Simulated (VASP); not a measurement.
The system is CsTl.

```
CELL_PARAMETERS angstrom
3.90455 0.00000 0.00000
0.00000 3.90455 0.00000
0.00000 0.00000 5.11775
ATOMIC_POSITIONS crystal
Cs 0.50000 0.50000 0.50000
Tl 0.00000 0.00000 0.00000
```

* Program: VASP 6.6.1
* Task: relaxation of cell and atoms
* Functional: PBE
* Potentials or basis: VASP PAW PBE potentials, release 64 (Cs_sv, Tl_d)
* Cutoff: 600 eV
* k mesh: 14 × 14 × 12
* Occupations: gaussian, width 0.1 eV
* Spin: no spin polarisation

At the start: pressure 3.2 GPa; volume 39.01 Å³/atom.

**Question.** Where does the relaxation end?

**Answer.** Over 12 steps the energy falls by 99.6 meV/atom and the volume is 50.44 Å³/atom (+29.3 %); space group P4/mmm (No. 123, to 0.05 Å).

Step by step:
```tsv
step	energy change (eV)	largest force (eV/Å)	pressure (GPa)	volume (Å³)
1	0.0000	0.0000	3.20	78.02
2	-0.1255	0.0000	1.32	87.16
3	-0.1659	0.0000	0.30	95.54
4	-0.1693	0.0000	0.06	98.52
5	-0.1695	0.0000	0.00	99.35
6	-0.1727	0.0000	-0.02	99.53
7	-0.1815	0.0000	-0.02	99.99
8	-0.1941	0.0000	0.00	100.63
9	-0.1978	0.0000	0.01	100.71
10	-0.1991	0.0000	0.02	100.85
11	-0.1989	0.0000	0.02	100.87
12	-0.1993	0.0000	0.02	100.88
```

Final structure:
```
CELL_PARAMETERS angstrom
4.58378 0.00000 0.00000
0.00000 4.58378 0.00000
0.00000 0.00000 4.80128
ATOMIC_POSITIONS crystal
Cs 0.50000 0.50000 0.50000
Tl 0.00000 0.00000 0.00000
```

Caveat: the volume moved by over 15 % at a fixed basis, so the end points are rough.
